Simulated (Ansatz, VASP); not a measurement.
**Two plane-wave programs on Na**

```
Na
1.0
     3.76700    0.00000    0.00000
    -1.88350    3.26232    0.00000
     0.00000    0.00000    6.15400
Na
2
Direct
  0.33333 0.66667 0.25000
  0.66667 0.33333 0.75000
```

Alike in both runs: task relaxation of cell and atoms; functional PBE; k mesh 15 × 15 × 8; occupations gaussian, width 0.1 eV; no spin polarisation.

|  | VASP | Ansatz |
| --- | --- | --- |
| version | VASP 6.6.1 | Ansatz 0.2.0 |
| potentials or method | VASP PAW PBE potentials, release 64 (Na_pv), cutoff 600 eV | scalar-relativistic, plane waves, PAW |
| valence electrons in the cell | 14 | 18 |

|  | VASP | Ansatz | Ansatz less VASP |
| --- | --- | --- | --- |
| gap on the k mesh at the Fermi level, each at its own relaxed structure (eV) | none | none | - |
| relaxed volume (Å³/atom) | 37.02 | 37.06 | +0.039 |
| relaxed cell length with the largest relative difference (Å) | 3.743 | 3.745 | +0.0024 |

A gap of «none» marks a metal or a gap that the smearing closes. VASP's potentials hold 14 valence electrons a cell and Ansatz's 18, so a difference there can come from the potentials and not from the codes.
